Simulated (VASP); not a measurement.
**NaCl: single point with HSE06**

The system is NaCl.

```
Na Cl
1.0
     3.53081    0.00000    0.00000
     0.00000    3.53081    0.00000
     0.00000    0.00000    3.53081
Na Cl
1 1
Direct
  0.00000 0.00000 0.00000
  0.50000 0.50000 0.50000
```

This cell differs from its parent crystal: strain +2.1%.

| Item | Value |
| --- | --- |
| Program | VASP 6.6.1 |
| Task | single point |
| Functional | HSE06 |
| Potentials or basis | VASP PAW PBE potentials, release 64 (Na_pv, Cl) |
| Cutoff | 520 eV |
| k mesh | 6 × 6 × 6 |
| Occupations | gaussian, width 0.01 eV |
| Spin | no spin polarisation |

The pressure is -1.0 GPa and the band gap on the k mesh is 5.20 eV (least direct gap 5.71 eV).

Levels at points of the mesh, in eV from the valence-band top:
| k point | band 4 | band 5 | band 6 | band 7 | band 8 | band 9 | band 10 | band 11 |
| --- | --- | --- | --- | --- | --- | --- | --- | --- |
| (0.00, 0.00, 0.00) | -14.54 | -0.51 | -0.51 | -0.51 | 5.20 | 9.94 | 9.94 | 17.16 |
| (0.50, 0.00, 0.00) | -14.18 | -3.02 | -0.26 | -0.26 | 8.19 | 9.91 | 11.96 | 13.32 |
| (0.50, 0.50, 0.00) | -13.91 | -2.35 | -2.35 | 0.00 | 6.84 | 11.28 | 12.40 | 12.40 |
| (0.50, 0.50, 0.50) | -13.63 | -1.92 | -1.92 | -1.92 | 8.43 | 8.43 | 8.43 | 13.07 |

Wall time 23 min on 1 thread of Intel Xeon 8259CL (shared host), peak memory 0.27 GiB.

Caveat: the cell differs from its parent crystal (strain +2.1%); the PAW data sets were made with another functional, which shifts forces and pressure a little. A k mesh can miss the band edges.
